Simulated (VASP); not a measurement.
# MgCd2SeS2 (P4/mmm) in VASP: a series of runs

MgCd2SeS2 is run at these levels: PBE; tasks: single point, relaxation of cell and atoms.

Program: VASP 6.6.1. These are calculated values, not measurements. Logs are shortened: lines on timing, memory, paths and dates and some standing lists are left out, and cuts for length are marked.

## 1. The cell of the first run

It takes space group P4/mmm (No. 123, tetragonal). Conventional cell: a = 4.769 Å, b = 4.769 Å, c = 6.412 Å, α = 90.00°, β = 90.00°, γ = 90.00°. Within 4.2 Å of Mg (site symmetry 4/mmm) lie 2 Se at 3.21 Å and 8 Cd at 3.72 Å and 8 S at 4.00 Å. Cd (site symmetry 4mm) has 4 S at 2.89 Å and 2 Cd at 3.16 to 3.25 Å and 4 Mg at 3.72 Å and 4 Se at 3.74 Å within 3.8 Å. Se (site symmetry 4/mmm) has 4 S at 2.38 Å and 2 Mg at 3.21 Å within 3.3 Å. S (site symmetry mmm) has 2 Se at 2.38 Å and 4 Cd at 2.89 Å within 3.1 Å.

The cell was generated, and may not be a known phase.

## 2. Single point, PBE

INCAR reads:

```
PREC     = Accurate       # precision mode
ENCUT    = 520            # plane-wave cutoff, eV
EDIFF    = 1E-7           # SCF threshold, eV
ISMEAR   = 0              # smearing method
SIGMA    = 0.1            # smearing width, eV
LREAL    = False          # projectors in reciprocal space
LASPH    = True           # aspherical terms in the spheres
NELM     = 80             # most SCF steps
ALGO     = Normal         # electronic algorithm
ISIF     = 2              # what is computed and relaxed
LWAVE    = False          # write WAVECAR
LCHARG   = False          # write CHGCAR
GGA      = PE             # functional
NBANDS   = 31             # bands
```

KPOINTS reads:

```
Automatic mesh
0
Gamma
  4 4 4
```

POSCAR reads:

```
MgCd2SeS2
1.0
    4.7688460300      0.0000000000      0.0000000000
    0.0000000000      4.7688460300      0.0000000000
    0.0000000000      0.0000000000      6.4120343000
Mg Cd Se S
1 2 1 2
Direct
    0.0000000000      0.0000000000      0.5000000000
    0.5000000000      0.5000000000      0.2536999900
    0.5000000000      0.5000000000      0.7463000100
    0.0000000000      0.0000000000      0.0000000000
    0.0000000000      0.5000000000      0.0000000000
    0.5000000000      0.0000000000      0.0000000000
```

Potentials or basis: VASP PAW PBE potentials, release 64 (Mg, Cd, Se, S).

Run with:

```bash
$ cat potpaw_PBE.64/Mg/POTCAR potpaw_PBE.64/Cd/POTCAR potpaw_PBE.64/Se/POTCAR potpaw_PBE.64/S/POTCAR > POTCAR
$ mpirun -np 1 vasp_std > vasp.out
```

OUTCAR:

```text
PREC = Accurate
   ENCUT = 520
   EDIFF = 1E-7
   ISMEAR = 0
   LREAL = False
   LASPH = True
   NELM = 80
   ISIF = 2
   GGA = PE

 ion  position               nearest neighbor table
   1  0.000  0.000  0.500-   4 3.21   4 3.21
   2  0.500  0.500  0.254-   5 2.89   6 2.89   6 2.89   5 2.89   3 3.16   3 3.25
   3  0.500  0.500  0.746-   5 2.89   6 2.89   6 2.89   5 2.89   2 3.16   2 3.25
   4  0.000  0.000  0.000-   5 2.38   6 2.38   5 2.38   6 2.38   1 3.21   1 3.21
   5  0.000  0.500  0.000-   4 2.38   4 2.38   2 2.89   3 2.89   2 2.89   3 2.89
   6  0.500  0.000  0.000-   4 2.38   4 2.38   2 2.89   2 2.89   3 2.89   3 2.89

  LATTYP: Found a simple tetragonal cell.
 ALAT       =     4.7688460300
 C/A-ratio  =     1.3445672726

  Lattice vectors:

 A1 = (   4.7688460300,   0.0000000000,   0.0000000000)
 A2 = (   0.0000000000,   4.7688460300,   0.0000000000)
 A3 = (   0.0000000000,   0.0000000000,   6.4120343000)

Analysis of symmetry for initial positions (statically):
=====================================================================
 Subroutine PRICEL returns:
 Original cell was already a primitive cell.

 Routine SETGRP: Setting up the symmetry group for a
 simple tetragonal supercell.

 Subroutine GETGRP returns: Found 16 space group operations
 (whereof 16 operations were pure point group operations)
 out of a pool of 16 trial point group operations.

The static configuration has the point symmetry D_4h.

Analysis of symmetry for dynamics (positions and initial velocities):
=====================================================================
 Subroutine PRICEL returns:
 Original cell was already a primitive cell.

 Routine SETGRP: Setting up the symmetry group for a
 simple tetragonal supercell.

 Subroutine GETGRP returns: Found 16 space group operations
 (whereof 16 operations were pure point group operations)
 out of a pool of 16 trial point group operations.

The dynamic configuration has the point symmetry D_4h.

 Subroutine INISYM returns: Found 16 space group operations
 (whereof 16 operations are pure point group operations),
 and found     1 'primitive' translations

----------------------------------------------------------------------------------------

                                     Primitive cell

  volume of cell :     145.8218

  direct lattice vectors                    reciprocal lattice vectors
     4.768846030  0.000000000  0.000000000     0.209694336  0.000000000  0.000000000
     0.000000000  4.768846030  0.000000000     0.000000000  0.209694336  0.000000000
     0.000000000  0.000000000  6.412034300     0.000000000  0.000000000  0.155956745

  length of vectors
     4.768846030  4.768846030  6.412034300     0.209694336  0.209694336  0.155956745

  position of ions in fractional coordinates (direct lattice)
     0.000000000  0.000000000  0.500000000
     0.500000000  0.500000000  0.253699990
     0.500000000  0.500000000  0.746300010
     0.000000000  0.000000000  0.000000000
     0.000000000  0.500000000  0.000000000
     0.500000000  0.000000000  0.000000000

  ion indices of the primitive-cell ions
   primitive index   ion index
                 1           1
                 2           2
                 3           3
                 4           4
                 5           5
                 6           6

----------------------------------------------------------------------------------------

 KPOINTS: Automatic mesh

Automatic generation of k-mesh.
 Grid dimensions read from file:
 generate k-points for:    4    4    4

 Generating k-lattice:

  Cartesian coordinates                     Fractional coordinates (reciprocal lattice)
     0.052423584  0.000000000  0.000000000     0.250000000  0.000000000  0.000000000
     0.000000000  0.052423584  0.000000000     0.000000000  0.250000000  0.000000000
     0.000000000  0.000000000  0.038989186     0.000000000  0.000000000  0.250000000

  Length of vectors
     0.052423584  0.052423584  0.038989186

  Shift w.r.t. Gamma in fractional coordinates (k-lattice)
[... 54 lines left out ...]
      4      -5.8813      2.00000
      5      -5.8406      2.00000
      6      -5.7301      2.00000
[... 23 lines left out ...]
     30       8.5777      0.00000
     31       9.5896      0.00000

 k-point     3 :       0.5000    0.0000    0.0000
  band No.  band energies     occupation
      1     -12.2468      2.00000
      2     -10.4630      2.00000
      3      -7.7471      2.00000
      4      -5.8926      2.00000
      5      -5.7957      2.00000
      6      -5.6043      2.00000
[... 23 lines left out ...]
     30       8.0130      0.00000
     31       8.1421      0.00000

 k-point     4 :       0.2500    0.2500    0.0000
  band No.  band energies     occupation
      1     -12.3626      2.00000
      2      -9.9051      2.00000
      3      -8.5211      2.00000
      4      -5.8999      2.00000
      5      -5.7238      2.00000
      6      -5.7135      2.00000
[... 23 lines left out ...]
     30       7.7635      0.00000
     31       9.6011      0.00000

 k-point     5 :       0.5000    0.2500    0.0000
  band No.  band energies     occupation
      1     -11.8939      2.00000
      2     -10.4147      2.00000
      3      -9.0220      2.00000
      4      -5.9074      2.00000
      5      -5.7026      2.00000
      6      -5.5431      2.00000
[... 23 lines left out ...]
     30       8.4383      0.00000
     31       9.5554      0.00000
[... 338 lines left out ...]
     30       9.2694      0.00000
     31       9.4029      0.00000

 k-point    16 :       0.2500    0.2500    0.5000
  band No.  band energies     occupation
      1     -12.3585      2.00000
      2      -9.9032      2.00000
      3      -8.5140      2.00000
      4      -5.5956      2.00000
      5      -5.5871      2.00000
      6      -5.5570      2.00000
[... 23 lines left out ...]
     30       8.1620      0.00000
     31       8.2060      0.00000

 k-point    17 :       0.5000    0.2500    0.5000
  band No.  band energies     occupation
      1     -11.8908      2.00000
      2     -10.4110      2.00000
      3      -9.0189      2.00000
      4      -5.5731      2.00000
      5      -5.5501      2.00000
      6      -5.5406      2.00000
[... 23 lines left out ...]
     30       8.3100      0.00000
     31       8.4174      0.00000

 k-point    18 :       0.5000    0.5000    0.5000
  band No.  band energies     occupation
      1     -11.1330      2.00000
      2     -10.3637      2.00000
      3     -10.3637      2.00000
      4      -5.5377      2.00000
      5      -5.5377      2.00000
      6      -5.5286      2.00000
[... 23 lines left out ...]
     30       6.4471      0.00000
     31       7.2976      0.00000

------------------------ aborting loop because EDIFF is reached ----------------------------------------

  FORCE on cell =-STRESS in cart. coord.  units (eV):
  Direction    XX          YY          ZZ          XY          YZ          ZX
  --------------------------------------------------------------------------------------
  -------------------------------------------------------------------------------------
  Total        6.8044525      6.8044525     -6.6760723      0.0000000     -0.0000000      0.0000000
  in kB       74.7620723     74.7620723    -73.3515292      0.0000000     -0.0000000      0.0000000
  external PRESSURE =      25.3908718 kB  Pullay stress =       0.0000000 kB

 VOLUME and BASIS-vectors are now :
 -----------------------------------------------------------------------------
  energy-cutoff  :      520.00
  volume of cell :      145.82
      direct lattice vectors                 reciprocal lattice vectors
     4.768846030  0.000000000  0.000000000     0.209694336  0.000000000  0.000000000
     0.000000000  4.768846030  0.000000000     0.000000000  0.209694336  0.000000000
     0.000000000  0.000000000  6.412034300     0.000000000  0.000000000  0.155956745

 POSITION                                       TOTAL-FORCE (eV/Angst)
 -----------------------------------------------------------------------------------
      0.00000      0.00000      3.20602        -0.000000     -0.000000      0.000000
      2.38442      2.38442      1.62673         0.000000     -0.000000      0.345130
      2.38442      2.38442      4.78530         0.000000      0.000000     -0.345130
      0.00000      0.00000      0.00000        -0.000000     -0.000000      0.000000
      0.00000      2.38442      0.00000        -0.000000     -0.000000      0.000000
      2.38442      0.00000      0.00000        -0.000000     -0.000000      0.000000
 -----------------------------------------------------------------------------------
    total drift:                                0.000000      0.000000     -0.000000

  FREE ENERGIE OF THE ION-ELECTRON SYSTEM (eV)
  ---------------------------------------------------
  free  energy   TOTEN  =       -14.0473184495 eV

  energy  without entropy=      -14.0309861095  energy(sigma->0) =      -14.03915228
```

It took 81 s on 1 thread of Intel Xeon Platinum 8488C (Sapphire Rapids), shared host; peak memory 0.28 GiB.

Results:

| Item | Value |
| --- | --- |
| Free energy | -14.0473 eV |
| Pressure | 2.5 GPa |
| Largest force | 0.345 eV/Å |
| Band gap on the k mesh | zero (bands 22 and 23 overlap by 1.10 eV) |

Forces in eV/Å, atoms in the order of the input:
```
Mg   0.000  0.000  0.000
Cd   0.000  0.000  0.345
Cd   0.000  0.000 -0.345
Se   0.000  0.000  0.000
S    0.000  0.000  0.000
S    0.000  0.000  0.000
```

Caveat: the stress differs along the axes, from -7 to 7 GPa.

## 3. Single point, PBE

This run uses another cell than the first one, of 24.51 Å³/atom.

INCAR reads:

```
SYSTEM = MgCd2SeS2
PREC = Accurate
ENCUT = 520
EDIFF = 1E-7
ISMEAR = 0
SIGMA = 0.1
LREAL = .FALSE.
LASPH = .TRUE.
NELM = 100
ALGO = Normal
ISIF = 2
LWAVE = .FALSE.
LCHARG = .TRUE.
GGA = PE
LELF = .TRUE.
LVHAR = .TRUE.
NBANDS = 31
```

KPOINTS reads:

```
regular mesh
0
G
  8 8 6
  0 0 0
```

POSCAR reads:

```
MgCd2SeS2
1.0
    5.1652446736      0.0000000000      0.0000000000
    0.0000000000      5.1652446736      0.0000000000
    0.0000000000      0.0000000000      5.5113847324
Mg Cd Se S
1 2 1 2
Direct
    0.0000000000      0.0000000000      0.5000000000
    0.5000000000      0.5000000000      0.2576330503
    0.5000000000      0.5000000000      0.7423669497
    0.0000000000      0.0000000000      0.0000000000
    0.0000000000      0.5000000000      0.0000000000
    0.5000000000      0.0000000000      0.0000000000
```

Potentials or basis: VASP PAW PBE potentials, release 64 (Mg, Cd, Se, S).

Run with:

```bash
$ cat potpaw_PBE.64/Mg/POTCAR potpaw_PBE.64/Cd/POTCAR potpaw_PBE.64/Se/POTCAR potpaw_PBE.64/S/POTCAR > POTCAR
$ mpirun -np 1 vasp_std > vasp.out
```

Run time: 5.3 min. Hardware: 1 thread of Intel Xeon Platinum 8488C (Sapphire Rapids), shared host; peak memory 0.44 GiB.

It converged, with:

```
Free energy            : -14.7760 eV
Pressure               : 0.1 GPa
Band gap on the k mesh : zero (bands 22 and 23 overlap by 1.99 eV)
```

Forces in eV/Å, atoms in the order of the input:
```
Mg   0.000  0.000  0.000
Cd   0.000  0.000  0.003
Cd   0.000  0.000 -0.003
Se   0.000  0.000  0.000
S    0.000  0.000  0.000
S    0.000  0.000  0.000
```

Stress tensor (GPa, compression positive):
```
0.09 0.00 0.00
0.00 0.09 0.00
0.00 0.00 0.19
```

Levels at points of the mesh, in eV from the Fermi level:
```csv
k point,band 19,band 20,band 21,band 22,band 23,band 24,band 25,band 26
"(0.00, 0.00, 0.00)",-2.72,-1.91,-1.48,-0.49,1.75,2.84,2.84,3.45
"(0.50, 0.00, 0.00)",-2.07,-2.03,-1.63,-1.40,-1.34,2.53,2.89,3.57
"(0.50, 0.50, 0.00)",-1.76,-1.76,-1.40,-1.32,-1.27,-0.47,0.45,0.45
"(0.00, 0.00, 0.50)",-2.51,-2.09,-1.71,-0.45,1.00,1.00,2.58,3.55
"(0.50, 0.00, 0.50)",-1.94,-1.90,-1.67,-1.04,1.33,1.85,2.37,2.57
"(0.50, 0.50, 0.50)",-2.29,-1.71,-1.71,-1.30,-1.27,2.18,2.42,2.42
```

## 4. Single point, PBE

This run uses another cell than the first one, of 24.46 Å³/atom.

INCAR reads:

```
PREC = Accurate ; ENCUT = 520
EDIFF = 1E-6 ; ISMEAR = 0
SIGMA = 0.1 ; LREAL = F
LASPH = T ; NELM = 80
ALGO = Normal ; ISIF = 2
LWAVE = F ; LCHARG = T
GGA = PE ; LELF = T
LVHAR = T ; NBANDS = 31
```

KPOINTS reads:

```
regular mesh
0
Gamma
  8 8 8
```

POSCAR reads:

```
MgCd2SeS2
1.0
    5.1415837843      0.0000000000      0.0000000000
    0.0000000000      5.1415837843      0.0000000000
    0.0000000000      0.0000000000      5.5518217604
Mg Cd Se S
1 2 1 2
Direct
    0.0000000000      0.0000000000      0.5000000000
    0.5000000000      0.5000000000      0.2587696250
    0.5000000000      0.5000000000      0.7412303750
    0.0000000000      0.0000000000      0.0000000000
    0.0000000000      0.5000000000      0.0000000000
    0.5000000000      0.0000000000      0.0000000000
```

Run with:

```bash
$ cat potpaw_PBE.64/Mg/POTCAR potpaw_PBE.64/Cd/POTCAR potpaw_PBE.64/Se/POTCAR potpaw_PBE.64/S/POTCAR > POTCAR
$ mpirun -np 1 vasp_std > vasp.out
```

It took 5.5 min on 1 thread of Intel Xeon Platinum 8488C (Sapphire Rapids), shared host; peak memory 0.48 GiB.

The run converged. Its results:

* Free energy: -14.7646 eV
* Pressure: 0.1 GPa
* Largest force: 0.007 eV/Å
* Band gap on the k mesh: zero (bands 22 and 23 overlap by 2.03 eV)

Forces on the atoms (eV/Å):
```
Mg   0.000  0.000  0.000
Cd   0.000  0.000 -0.007
Cd   0.000  0.000  0.007
Se   0.000  0.000  0.000
S    0.000  0.000  0.000
S    0.000  0.000  0.000
```

Stress tensor (GPa, compression positive):
```
0.04 0.00 0.00
0.00 0.04 0.00
0.00 0.00 0.19
```

Levels at points of the mesh, in eV from the Fermi level:
| k point | band 20 | band 21 | band 22 | band 23 | band 24 | band 25 |
| --- | --- | --- | --- | --- | --- | --- |
| (0.00, 0.00, 0.00) | -1.94 | -1.47 | -0.45 | 1.76 | 2.82 | 2.82 |
| (0.50, 0.00, 0.00) | -2.04 | -1.63 | -1.41 | -1.37 | 2.45 | 2.94 |
| (0.50, 0.50, 0.00) | -1.75 | -1.45 | -1.30 | -1.29 | -0.48 | 0.41 |
| (0.00, 0.00, 0.50) | -2.11 | -1.68 | -0.51 | 1.00 | 1.00 | 2.57 |
| (0.50, 0.00, 0.50) | -1.91 | -1.67 | -1.06 | 1.24 | 1.87 | 2.36 |
| (0.50, 0.50, 0.50) | -1.71 | -1.71 | -1.29 | -1.28 | 2.13 | 2.36 |

## 5. Relaxation of cell and atoms, PBE

INCAR reads:

```
SYSTEM = MgCd2SeS2
ALGO = Normal ; EDIFF = 1E-6
EDIFFG = -0.01 ; ENCUT = 600
GGA = PE ; IBRION = 2
ISIF = 3 ; ISMEAR = 0
LASPH = .True. ; LCHARG = .False.
LREAL = .False. ; LWAVE = .False.
NELM = 100 ; NSW = 100
PREC = Accurate ; SIGMA = 0.1
```

KPOINTS reads:

```
k-points
0
Gamma
  8 8 6
  0 0 0
```

POSCAR reads:

```
MgCd2SeS2
1.0
    4.7688460300      0.0000000000      0.0000000000
    0.0000000000      4.7688460300      0.0000000000
    0.0000000000      0.0000000000      6.4120343000
Mg Cd Se S
1 2 1 2
Direct
    0.0000000000      0.0000000000      0.5000000000
    0.5000000000      0.5000000000      0.2536999900
    0.5000000000      0.5000000000      0.7463000100
    0.0000000000      0.0000000000      0.0000000000
    0.0000000000      0.5000000000      0.0000000000
    0.5000000000      0.0000000000      0.0000000000
```

Run with:

```bash
$ cat potpaw_PBE.64/Mg/POTCAR potpaw_PBE.64/Cd/POTCAR potpaw_PBE.64/Se/POTCAR potpaw_PBE.64/S/POTCAR > POTCAR
$ mpirun -np 1 vasp_std > vasp.out
```

It took 30 min on 1 thread of Intel Xeon Platinum 8488C (Sapphire Rapids), shared host; peak memory 0.52 GiB.

It converged, with:

| Quantity | Value |
| --- | --- |
| Free energy | -14.7749 eV |
| Relaxed volume | 24.58 Å³/atom |
| Relaxed cell | a = 5.168 Å, b = 5.168 Å, c = 5.522 Å, α = 90.00°, β = 90.00°, γ = 90.00° |
| Space group after relaxing (to 0.1 Å) | P4/mmm (No. 123) |
| Energy gained by relaxing | 115.8 meV/atom |
| Ionic steps | 12 |
| Pressure after relaxing | 0.0 GPa |
| Band gap on the k mesh | zero (bands 22 and 23 overlap by 1.99 eV) |

Step by step:
| step | energy change (eV) | largest force (eV/Å) | pressure (GPa) | volume (Å³) |
| --- | --- | --- | --- | --- |
| 1 | 0.0000 | 0.7295 | 2.01 | 145.82 |
| 2 | -0.3605 | 0.4425 | -1.21 | 152.11 |
| 3 | -0.4483 | 0.1585 | -2.57 | 156.08 |
| 4 | -0.4562 | 0.0536 | -2.84 | 157.14 |
| 5 | -0.6341 | 0.5761 | -0.41 | 148.12 |
| 6 | -0.6388 | 0.7421 | 0.11 | 146.68 |
| 7 | -0.6840 | 0.2787 | 0.74 | 144.99 |
| 8 | -0.6860 | 0.1411 | 0.90 | 144.58 |
| 9 | -0.6942 | 0.0701 | -0.19 | 148.00 |
| 10 | -0.6949 | 0.0290 | 0.03 | 147.27 |
| 11 | -0.6949 | 0.0319 | 0.02 | 147.33 |
| 12 | -0.6949 | 0.0005 | -0.02 | 147.45 |

Final structure:
```
CELL_PARAMETERS angstrom
5.16763 0.00000 0.00000
0.00000 5.16763 0.00000
0.00000 0.00000 5.52170
ATOMIC_POSITIONS crystal
Mg 0.00000 0.00000 0.50000
Cd 0.50000 0.50000 0.25769
Cd 0.50000 0.50000 0.74231
Se 0.00000 0.00000 0.00000
S 0.00000 0.50000 0.00000
S 0.50000 0.00000 0.00000
```

Levels at points of the mesh, in eV from the Fermi level:
| k point | band 18 | band 19 | band 20 | band 21 | band 22 | band 23 | band 24 | band 25 | band 26 |
| --- | --- | --- | --- | --- | --- | --- | --- | --- | --- |
| (0.00, 0.00, 0.00) | -2.71 | -2.71 | -1.90 | -1.47 | -0.49 | 1.74 | 2.83 | 2.83 | 3.86 |
| (0.50, 0.00, 0.00) | -2.98 | -2.07 | -2.02 | -1.63 | -1.40 | -1.34 | 2.51 | 2.88 | 3.57 |
| (0.50, 0.50, 0.00) | -2.29 | -1.76 | -1.76 | -1.40 | -1.31 | -1.27 | -0.48 | 0.45 | 0.94 |
| (0.00, 0.00, 0.50) | -2.50 | -2.50 | -2.08 | -1.71 | -0.46 | 1.00 | 1.00 | 2.57 | 3.53 |
| (0.50, 0.00, 0.50) | -3.16 | -1.93 | -1.89 | -1.67 | -1.04 | 1.31 | 1.84 | 2.37 | 3.32 |
| (0.50, 0.50, 0.50) | -3.34 | -2.28 | -1.71 | -1.71 | -1.30 | -1.27 | 2.16 | 2.41 | 2.41 |

## 6. The runs side by side

| task | cell | k mesh | cutoff (eV) | gap on the mesh (eV) | pressure (GPa) | largest force (eV/Å) |
| --- | --- | --- | --- | --- | --- | --- |
| single point | a = 4.769, b = 4.769, c = 6.412 Å, 6 atoms, atomic positions A | 4 × 4 × 4 | 520 | none | 2.5 | 0.35 |
| single point | a = 5.165, b = 5.165, c = 5.511 Å, 6 atoms, atomic positions B | 8 × 8 × 6 | 520 | none | 0.1 | - |
| single point | a = 5.142, b = 5.142, c = 5.552 Å, 6 atoms, atomic positions C | 8 × 8 × 8 | 520 | none | 0.1 | 0.01 |
| relaxation of cell and atoms | relaxed from a = 4.769, b = 4.769, c = 6.412 Å, 6 atoms, atomic positions A | 8 × 8 × 6 | 600 | none | 0.0 | - |

Alike in all rows: level PBE; potentials or basis VASP PAW PBE potentials, release 64 (Mg, Cd, Se, S); no spin polarisation; smearing gaussian 0.1 eV.

Caveats: the stress differs along the axes, from -7 to 7 GPa (at least some runs).

Total energies depend on the potentials used, so only differences within one code and one set of settings carry meaning.
